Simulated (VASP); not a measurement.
# Ba (Im-3m) in VASP: single point with PBE

Aim: the single point of Ba with PBE.

Everything below comes from runs of VASP 6.6.1. Logs are shortened: lines on timing, memory, paths and dates and some standing lists are left out, and cuts for length are marked.

## 1. The cell of the first run

It takes space group Im-3m (No. 229, cubic). The conventional cell has a = 5.029 Å, b = 5.029 Å, c = 5.029 Å, α = 90.00°, β = 90.00°, γ = 90.00°. Ba (site symmetry m-3m) has 14 Ba at 4.36 to 5.03 Å within 5.7 Å.

## 2. Single point, PBE

The input, INCAR:

```
PREC = Accurate ; ENCUT = 520
EDIFF = 1E-7 ; ISMEAR = -1
SIGMA = 0.13605693000000002 ; LREAL = False
LASPH = True ; NELM = 100
ALGO = Normal ; ISIF = 2
LWAVE = False ; LCHARG = False
GGA = PE ; NBANDS = 11
```

The input, KPOINTS:

```
regular mesh
0
Gamma
  9 9 9
```

The input, POSCAR:

```
Ba
1.0
   -2.5146868826      2.5146868826      2.5146868826
    2.5146868826     -2.5146868826      2.5146868826
    2.5146868826      2.5146868826     -2.5146868826
Ba
1
Direct
    0.0000000000      0.0000000000      0.0000000000
```

Potentials or basis: VASP PAW PBE potentials, release 64 (Ba_sv).

Launch:

```sh
> cat potpaw_PBE.64/Ba_sv/POTCAR > POTCAR
> mpirun -np 1 vasp_std > vasp.out
```

OUTCAR:

```text
PREC = Accurate
   ENCUT = 520
   EDIFF = 1E-7
   ISMEAR = -1
   LREAL = False
   LASPH = True
   NELM = 100
   ISIF = 2
   GGA = PE

 ion  position               nearest neighbor table
   1  0.000  0.000  0.000-

  LATTYP: Found a body centered cubic cell.
 ALAT       =     5.0293737652

  Lattice vectors:

 A1 = (  -2.5146868826,   2.5146868826,   2.5146868826)
 A2 = (   2.5146868826,  -2.5146868826,   2.5146868826)
 A3 = (   2.5146868826,   2.5146868826,  -2.5146868826)

Analysis of symmetry for initial positions (statically):
=====================================================================
 Subroutine PRICEL returns:
 Original cell was already a primitive cell.

 Routine SETGRP: Setting up the symmetry group for a
 body centered cubic supercell.

 Subroutine GETGRP returns: Found 48 space group operations
[... 9 lines left out ...]

 Routine SETGRP: Setting up the symmetry group for a
 body centered cubic supercell.

 Subroutine GETGRP returns: Found 48 space group operations
 (whereof 48 operations were pure point group operations)
 out of a pool of 48 trial point group operations.

The dynamic configuration has the point symmetry O_h .

 Subroutine INISYM returns: Found 48 space group operations
 (whereof 48 operations are pure point group operations),
 and found     1 'primitive' translations

----------------------------------------------------------------------------------------

                                     Primitive cell

  volume of cell :      63.6080

  direct lattice vectors                    reciprocal lattice vectors
    -2.514686883  2.514686883  2.514686883     0.000000000  0.198831912  0.198831912
     2.514686883 -2.514686883  2.514686883     0.198831912  0.000000000  0.198831912
     2.514686883  2.514686883 -2.514686883     0.198831912  0.198831912  0.000000000

  length of vectors
     4.355565446  4.355565446  4.355565446     0.281190786  0.281190786  0.281190786

  position of ions in fractional coordinates (direct lattice)
     0.000000000  0.000000000  0.000000000

  ion indices of the primitive-cell ions
   primitive index   ion index
                 1           1

----------------------------------------------------------------------------------------

 KPOINTS: regular mesh

Automatic generation of k-mesh.
 Grid dimensions read from file:
 generate k-points for:    9    9    9

 Generating k-lattice:

  Cartesian coordinates                     Fractional coordinates (reciprocal lattice)
     0.000000000  0.022092435  0.022092435     0.111111111  0.000000000  0.000000000
     0.022092435  0.000000000  0.022092435     0.000000000  0.111111111  0.000000000
     0.022092435  0.022092435  0.000000000     0.000000000  0.000000000  0.111111111

  Length of vectors
     0.031243421  0.031243421  0.031243421

  Shift w.r.t. Gamma in fractional coordinates (k-lattice)
     0.000000000  0.000000000  0.000000000

 Subroutine IBZKPT returns following result:
 ===========================================

 Found     35 irreducible k-points:

 Following reciprocal coordinates:
            Coordinates               Weight
  0.000000  0.000000  0.000000      1.000000
  0.111111  0.000000  0.000000     12.000000
  0.222222  0.000000  0.000000     12.000000
  0.333333  0.000000  0.000000     12.000000
  0.444444  0.000000  0.000000     12.000000
  0.111111  0.111111  0.000000     24.000000
[... 16 lines left out ...]
 -0.333333  0.444444  0.111111     48.000000
 -0.444444 -0.444444  0.111111     24.000000
 [... further k-points ...]
   k-points           NKPTS =     35   k-points in BZ     NKDIM =     35   number of bands    NBANDS=     11
   number of dos      NEDOS =    301   number of ions     NIONS =      1
   total plane-waves  NPLWV =  32768
   dimension x,y,z NGX =    32 NGY =   32 NGZ =   32
   dimension x,y,z NGXF=    64 NGYF=   64 NGZF=   64
   ions per type =               1
   NGX,Y,Z   is equivalent  to a cutoff of  12.21, 12.21, 12.21 a.u.
   NGXF,Y,Z  is equivalent  to a cutoff of  24.43, 24.43, 24.43 a.u.
 SYSTEM =  unknown system
   PREC   = accura    normal or accurate (medium, high low for compatibility)
   ISTART =      0    job   : 0-new  1-cont  2-samecut
   ICHARG =      2    charge: 1-file 2-atom 10-const
   ISPIN  =      1    spin polarized calculation?
   LNONCOLLINEAR =      F non collinear calculations
   LSORBIT =      F    spin-orbit coupling
   LASPH  =      T    aspherical Exc in radial PAW
   ENCUT  =  520.0 eV  38.22 Ry    6.18 a.u.   8.10  8.10  8.10*2*pi/ulx,y,z
   NELM   =    100;   NELMIN=  2; NELMDL= -5     # of ELM steps
   EDIFF  = 0.1E-06   stopping-criterion for ELM
   LREAL  =      F    real-space projection
   EDIFFG = 0.1E-05   stopping-criterion for IOM
   NSW    =      0    number of steps for IOM
   IBRION =     -1    ionic relax: 0-MD 1-quasi-New 2-CG
   NFREE  =      0    steps in history (QN), initial steepest desc. (CG)
   ISIF   =      2    stress and relaxation
   ISYM   =      2    0-nonsym 1-usesym 2-fastsym
   POTIM  = 0.5000    time-step for ionic-motion
   TEBEG  =    0.0;   TEEND  =   0.0 temperature during run
   PSTRESS=    0.0 pullay stress
   NELECT =      10.0000    total number of electrons
   NUPDOWN=      -1.0000    fix difference up-down
   EMIN   =  10.00;   EMAX   =-10.00  energy-range for DOS
   EFERMI =   0.00;   METHOD = LEGACY
   ISMEAR =    -1;   SIGMA  =   0.14  broadening in eV -4-tet -1-fermi 0-gaus
   EFERMI_NEDOS =   21; number of points for ismear=-14 and -15
   IALGO  =     38    algorithm
   IMIX   =      4    mixing-type and parameters
     AMIX     =   0.40;   BMIX     =  1.00
     AMIX_MAG =   1.60;   BMIX_MAG =  1.00
  volume/ion in A,a.u.               =      63.61       429.25
  Fermi-wavevector in a.u.,A,eV,Ry     =   0.883563  1.669692 10.621848  0.780684
  Thomas-Fermi vector in A             =   2.004346
   LORBIT       =      0    0 simple, 1 ext, 2 COOP (PROOUT), +10 PAW based schemes
   GGA     = PE    functional components
   LHFCALC =     F    Hartree Fock is set to
   AEXX    =    0.0000 exact exchange contribution
   IVDW    =     0    specifies the selected vdW correction
   LEPSILON=     F    determine dielectric tensor
   LRPA    =     F    only Hartree local field effects (RPA)
 non-spin polarized calculation
  energy-cutoff  :      520.00
  volume of cell :       63.61
 maximum number of plane-waves:      1730
   NGX = 17   NGY = 17   NGZ = 17

 number of electron      10.0000001 magnetization

 Free energy of the ion-electron system (eV)
  ---------------------------------------------------
  ext. energy  EPLUGINS =         0.00000000
  ---------------------------------------------------
  free energy    TOTEN  =        -1.94860117 eV

  energy without entropy =       -1.85879811  energy(sigma->0) =       -1.90369964

 E-fermi :   1.6380     XC(G=0):  -7.3769

 val. band max:        1.5144435199   @ k =  -0.4444  -0.4444   0.2222
 cond. band min:       1.6656001313   @ k =   0.3333   0.2222   0.1111
 fundamental gap:      0.1511566114
 Fermi energy:         1.6379856890

 k-point     1 :       0.0000    0.0000    0.0000
  band No.  band energies     occupation
      1     -27.2788      2.00000
      2     -12.2346      2.00000
      3     -12.2346      2.00000
      4     -12.2346      2.00000
      5      -1.1296      2.00000
      6       3.4373      0.00000
      7       3.4373      0.00000
      8       3.4373      0.00000
      9       4.8262      0.00000
     10       4.8262      0.00000
     11       8.5223      0.00000

 k-point     2 :       0.1111    0.0000    0.0000
  band No.  band energies     occupation
      1     -27.2740      2.00000
      2     -12.2904      2.00000
      3     -12.2519      2.00000
      4     -12.2350      2.00000
      5      -0.9037      2.00000
      6       3.2572      0.00001
      7       3.3238      0.00001
      8       3.6694      0.00000
      9       4.5764      0.00000
     10       4.8149      0.00000
     11       8.7679      0.00000

 k-point     3 :       0.2222    0.0000    0.0000
  band No.  band energies     occupation
      1     -27.2617      2.00000
      2     -12.4270      2.00000
      3     -12.2950      2.00000
      4     -12.2358      2.00000
      5      -0.3071      2.00000
      6       2.8777      0.00022
      7       2.8866      0.00021
      8       4.3446      0.00000
      9       4.5352      0.00000
     10       4.8541      0.00000
     11       8.9557      0.00000

 k-point     4 :       0.3333    0.0000    0.0000
  band No.  band energies     occupation
      1     -27.2477      2.00000
      2     -12.5751      2.00000
      3     -12.3431      2.00000
      4     -12.2368      2.00000
      5       0.3743      1.99981
      6       2.5303      0.00283
      7       2.5728      0.00207
      8       4.7604      0.00000
      9       5.0386      0.00000
     10       5.3882      0.00000
     11       8.1492      0.00000

 k-point     5 :       0.4444    0.0000    0.0000
  band No.  band energies     occupation
      1     -27.2385      2.00000
      2     -12.6681      2.00000
      3     -12.3740      2.00000
      4     -12.2375      2.00000
      5       0.7035      1.99792
      6       2.3350      0.01185
      7       2.7598      0.00052
      8       4.8145      0.00000
      9       5.3099      0.00000
     10       6.5341      0.00000
     11       7.3591      0.00000
[... 211 lines left out ...]
 k-point    21 :      -0.2222    0.3333    0.1111
  band No.  band energies     occupation
      1     -27.2450      2.00000
      2     -12.5168      2.00000
      3     -12.3666      2.00000
      4     -12.3030      2.00000
      5       0.5213      1.99945
      6       2.4263      0.00607
      7       2.9875      0.00010
      8       3.8064      0.00000
      9       4.9202      0.00000
     10       5.3898      0.00000
     11       8.3149      0.00000

 k-point    22 :      -0.4444    0.4444    0.1111
  band No.  band energies     occupation
      1     -27.2349      2.00000
      2     -12.6532      2.00000
      3     -12.3940      2.00000
      4     -12.2755      2.00000
      5       0.9081      1.99068
      6       2.4753      0.00424
      7       2.5605      0.00227
      8       4.1842      0.00000
      9       5.5134      0.00000
     10       6.4616      0.00000
     11       7.9278      0.00000

 k-point    23 :      -0.3333    0.4444    0.1111
  band No.  band energies     occupation
      1     -27.2341      2.00000
      2     -12.6015      2.00000
      3     -12.4231      2.00000
      4     -12.3061      2.00000
      5       1.0979      1.96295
      6       2.1171      0.05743
      7       2.7691      0.00049
      8       4.0916      0.00000
      9       5.1873      0.00000
     10       6.1615      0.00000
     11       8.0054      0.00000

 k-point    24 :      -0.4444   -0.4444    0.1111
  band No.  band energies     occupation
      1     -27.2298      2.00000
      2     -12.6348      2.00000
      3     -12.4462      2.00000
      4     -12.3058      2.00000
      5       1.2601      1.88291
      6       2.2238      0.02663
      7       2.5620      0.00224
      8       4.0653      0.00000
      9       5.5545      0.00000
     10       6.9964      0.00000
     11       7.3761      0.00000

 [... further k-points ...]
[... 5 lines left out ...]
  --------------------------------------------------------------------------------------
  -------------------------------------------------------------------------------------
  Total        0.0220919      0.0220919      0.0220919      0.0000000     -0.0000000     -0.0000000
  in kB        0.5564583      0.5564583      0.5564583      0.0000000     -0.0000000     -0.0000000
  external PRESSURE =       0.5564583 kB  Pullay stress =       0.0000000 kB

 VOLUME and BASIS-vectors are now :
 -----------------------------------------------------------------------------
  energy-cutoff  :      520.00
  volume of cell :       63.61
      direct lattice vectors                 reciprocal lattice vectors
    -2.514686883  2.514686883  2.514686883     0.000000000  0.198831912  0.198831912
     2.514686883 -2.514686883  2.514686883     0.198831912  0.000000000  0.198831912
     2.514686883  2.514686883 -2.514686883     0.198831912  0.198831912  0.000000000

 POSITION                                       TOTAL-FORCE (eV/Angst)
 -----------------------------------------------------------------------------------
      0.00000      0.00000      0.00000         0.000000      0.000000     -0.000000
 -----------------------------------------------------------------------------------
    total drift:                                0.000000      0.000000     -0.000000

  FREE ENERGIE OF THE ION-ELECTRON SYSTEM (eV)
  ---------------------------------------------------
  free  energy   TOTEN  =        -1.9486011688 eV

  energy  without entropy=       -1.8587981098  energy(sigma->0) =       -1.90369964
```

It took 15 s on 1 thread of Intel Xeon Platinum 8488C (Sapphire Rapids), shared host; peak memory 0.18 GiB.

What came out:

```
Free energy            : -1.9486 eV
Pressure               : 0.1 GPa
Band gap on the k mesh : zero (band 5 reaches 2.06 eV, above the bottom of band 6 at 1.16 eV)
```

Levels at points of the mesh, in eV from the Fermi level:
| k point | band 3 | band 4 | band 5 | band 6 | band 7 | band 8 |
| --- | --- | --- | --- | --- | --- | --- |
| (0.00, 0.00, 0.00) | -13.87 | -13.87 | -2.77 | 1.80 | 1.80 | 1.80 |

Caveat: spin-orbit coupling is left out, which moves the levels of the heavy elements.
